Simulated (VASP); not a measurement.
A run of VASP 6.6.1:

The input INCAR:

```
PREC = Accurate ; ENCUT = 520
EDIFF = 1E-6 ; ISMEAR = 0
SIGMA = 0.1 ; LREAL = Auto
LASPH = T ; NELM = 100
ALGO = Normal ; ISIF = 2
LWAVE = F ; LCHARG = F
LDIPOL = T ; IDIPOL = 3
DIPOL = 0.5 0.5 0.321 ; GGA = CA
NBANDS = 46
```

The input KPOINTS:

```
Automatic mesh
0
Gamma
  6 4 1
```

Contents of POSCAR:

```
Be24Cl
1.0
    4.4524297778      0.0000000000      0.0000000000
    0.0000000000      7.0331519559      0.0000000000
    0.0000000000      0.0000000000     19.7998741415
Be Cl
24 1
Direct
    0.0000000000      0.3750000000      0.2020214862
    0.0000000000      0.8750000000      0.2020214862
    0.5000000000      0.3750000000      0.2020214862
    0.5000000000      0.8750000000      0.2020214862
    0.2500000000      0.1250000000      0.2344789088
    0.2500000000      0.6250000000      0.2344789088
    0.7500000000      0.1250000000      0.2344789088
    0.7500000000      0.6250000000      0.2344789088
    0.2500000000      0.3750000000      0.2993937541
    0.2500000000      0.8750000000      0.2993937541
    0.7500000000      0.3750000000      0.2993937541
    0.7500000000      0.8750000000      0.2993937541
    0.0000000000      0.1250000000      0.3261495625
    0.0000000000      0.6250000000      0.3261495625
    0.5000000000      0.1250000000      0.3261495625
    0.5000000000      0.6250000000      0.3261495625
    0.0000000000      0.3750000000      0.3969669015
    0.0000000000      0.8750000000      0.3969669015
    0.5000000000      0.3750000000      0.3969669015
    0.5000000000      0.8750000000      0.3969669015
    0.2500000000      0.1250000000      0.4191882273
    0.2500000000      0.6250000000      0.4191882273
    0.7500000000      0.1250000000      0.4191882273
    0.7500000000      0.6250000000      0.4191882273
    0.2500000000      0.3125000000      0.5012801459
```

Potentials or basis: VASP PAW LDA potentials, release 64 (Be, Cl).

Launch:

```sh
$ cat potpaw_LDA.64/Be/POTCAR potpaw_LDA.64/Cl/POTCAR > POTCAR
$ mpirun -np 1 vasp_std > vasp.out
```

Hardware: 1 thread of Intel(R) Xeon(R) 6975P-C (Granite Rapids) (shared host).

Problem. How long does it take, and how much memory?

Solution. Run time: 6.8 min on 1 thread of Intel(R) Xeon(R) 6975P-C (Granite Rapids), on a shared host, peak memory 0.58 GiB. Counts: scf iterations 27, k points 12.
